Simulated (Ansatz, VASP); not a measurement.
# Two plane-wave programs on RbBr

```
CELL_PARAMETERS angstrom
4.12608 0.00000 0.00000
0.00000 4.12608 0.00000
0.00000 0.00000 4.12608
ATOMIC_POSITIONS crystal
Rb 0.00000 0.00000 0.00000
Br 0.50000 0.50000 0.46365
```

Change from the starting cell: all Br atoms moved -0.150 Å, as atom 2 along Cartesian [0 0 1].

Alike in both runs: task single point; functional PBEsol; k mesh 6 × 6 × 6; occupations gaussian, width 0.05 eV; no spin polarisation.

|  | VASP | Ansatz |
| --- | --- | --- |
| version | VASP 6.6.1 | Ansatz 0.2.0 |
| potentials or method | VASP PAW PBE potentials, release 64 (Rb_sv, Br), cutoff 520 eV | scalar-relativistic, plane waves, PAW |
| valence electrons in the cell | 16 | 16 |

```tsv
	VASP	Ansatz	Ansatz less VASP
gap on the k mesh at the Fermi level (eV)	3.91	3.91	+0.001
least direct gap on the mesh (eV)	4.07	4.07	0.000
pressure (GPa)	-0.4	-0.5	-0.04
rms of the force components (eV/Å)	0.058	0.057	-0.0011
```

VASP's potentials were made for PBE, not for PBEsol. Atom by atom the forces differ by 0.001 eV/Å (rms over components).
